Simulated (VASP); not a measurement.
Write the native input for VASP 6.6.1 that does the following.

```
Task                   : single point
Functional             : PBE
Potentials or basis    : VASP PAW PBE potentials, release 64 (C)
Cutoff                 : 520 eV
k mesh                 : 12 × 12 × 6
Occupations            : gaussian, width 0.1 eV
Spin                   : no spin polarisation
Dipole correction      : no
Further INCAR settings : ALGO = Normal; EDIFF = 1e-06; NBANDS = 28
```

The structure of C lies in POSCAR:

```
C
1.0
    3.7384963889      0.0000000000      0.0000000000
   -1.8692481944      3.2376328448      0.0000000000
    0.0000000000      0.0000000000      6.8577487129
C
9
Direct
    0.1446778552      0.1752967571      0.2740775629
    0.8247032429      0.9693810981      0.6074108963
    0.0306189019      0.8553221448      0.9407442296
    0.8247032429      0.8553221448      0.3925891037
    0.0306189019      0.1752967571      0.0592557704
    0.1446778552      0.9693810981      0.7259224371
    0.5051392522      0.4948607478      0.3333333333
    0.5051392522      0.0102785045      0.6666666667
    0.9897214955      0.4948607478      0.0000000000
```

The cell was generated, and may not be a known phase.

These files were run (other wordings do the same):

INCAR

```
PREC     = Accurate       # precision mode
ENCUT    = 520            # plane-wave cutoff, eV
EDIFF    = 1E-6           # SCF threshold, eV
ISMEAR   = 0              # smearing method
SIGMA    = 0.1            # smearing width, eV
LREAL    = F              # projectors in reciprocal space
LASPH    = T              # aspherical terms in the spheres
NELM     = 100            # most SCF steps
ALGO     = Normal         # electronic algorithm
ISIF     = 2              # what is computed and relaxed
LWAVE    = F              # write WAVECAR
LCHARG   = T              # write CHGCAR
GGA      = PE             # functional
LELF     = T              # ELF
LVHAR    = T            
NBANDS   = 28             # bands
```

KPOINTS

```
regular mesh
0
Gamma
  12 12 6
```

Potentials or basis: VASP PAW PBE potentials, release 64 (C).

Run with:

```bash
$ cat potpaw_PBE.64/C/POTCAR > POTCAR
$ mpirun -np 1 vasp_std > vasp.out
```

It gave:

The pressure is 0.2 GPa and the largest force is 0.004 eV/Å. The band gap on the k mesh is zero (bands 18 and 19 overlap by 0.47 eV).

Caveat: this functional lacks dispersion, which binds layers or chains, so the pressure and a relaxed spacing across them are unreliable.

Run time: 99 s on 1 thread of AMD EPYC 9R45 96-Core Processor (Zen 5), on a shared host, peak memory 0.25 GiB.
